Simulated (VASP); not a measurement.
Write the native input for VASP 6.6.1 that does the following.

```
Task                   : single point
Functional             : PBE
Dispersion             : D3(BJ)
Potentials or basis    : VASP PAW PBE potentials, release 64 (Cl, H, C)
Cutoff                 : 520 eV
k mesh                 : 1 × 1 × 1
Occupations            : fermi-dirac, width 0.05 eV
Spin                   : no spin polarisation
Dipole correction      : no
Further INCAR settings : LREAL = Auto; ALGO = Normal; EDIFF = 1e-06; NBANDS = 54
```

The structure of H3C2Cl lies in POSCAR:

```
H3C2Cl
1.0
    7.1217100000     -0.3540050000     -0.0943290000
   -0.3540050000      6.8649930000      0.6104030000
   -0.0943290000      0.6104030000      8.0153900000
Cl H C
4 12 8
Direct
    0.2680771509      0.2181462684      0.5485360429
    0.6660940425      0.2747580775      0.2815981294
    1.0121498021      0.5919495895      0.0443580753
    0.1205967135      0.1278090788      0.0658309480
    0.3643425964      0.3778503794      0.6178522901
    0.8053533756      0.3734515198      0.1917701136
    0.9764949898      0.7537660270      0.0972891839
   -0.0324701338      0.1541211490     -0.0297102059
    0.6556154382      0.7603732729     -0.0028932564
    0.3886437477      0.7488493022      0.3616243895
    0.7833847973      0.9330230778      0.3524314873
    1.0057785550      0.7228398466      0.6845643786
    0.9673203807      0.1979146401      0.6680072553
    0.5964294883      0.2819661970      0.8881723266
    0.2566172542      0.6623046299      0.8543980662
    0.6011928157      0.5697910220      0.6266579378
    0.4585197538      0.7613713942      0.2344500176
    0.5602032499      0.7690430543      0.1098283708
    0.9461452513      0.7853661750      0.5697987329
    0.8659162061      0.8768584076      0.4515243809
    0.7224141020      0.2375277547      0.8347138375
    0.8397500433      0.2021223397      0.7378850810
    0.4832204407      0.6208343557      0.6814169426
    0.3777497849      0.6609974518      0.7858454713
```

These files were run (other wordings do the same):

INCAR

```
SYSTEM = H3C2Cl
PREC = Accurate
ENCUT = 520
EDIFF = 1E-6
ISMEAR = -1
SIGMA = 0.05
LREAL = Auto
LASPH = .TRUE.
NELM = 100
ALGO = Normal
ISIF = 2
LWAVE = .FALSE.
LCHARG = .TRUE.
GGA = PE
IVDW = 12
LELF = .TRUE.
LVHAR = .TRUE.
NBANDS = 54
```

KPOINTS

```
Automatic mesh
0
G
  1 1 1
  0 0 0
```

Potentials or basis: VASP PAW PBE potentials, release 64 (Cl, H, C).

Launch:

```sh
$ cat potpaw_PBE.64/Cl/POTCAR potpaw_PBE.64/H/POTCAR potpaw_PBE.64/C/POTCAR > POTCAR
$ mpirun -np 1 vasp_gam > vasp.out
```

It gave:

```yaml
Pressure: -1.2 GPa
Largest_force: 2.729 eV/Å
Dispersion_energy_per_atom: -0.062 eV
```

Caveat: the k points lie up to 0.93 Å⁻¹ apart, too coarse for converged energies, forces and pressures; the atoms stand as in a frame of molecular dynamics.

Wall time 20 s on 1 thread of AMD EPYC 9R45 96-Core Processor (Zen 5), on a shared host, peak memory 0.36 GiB.
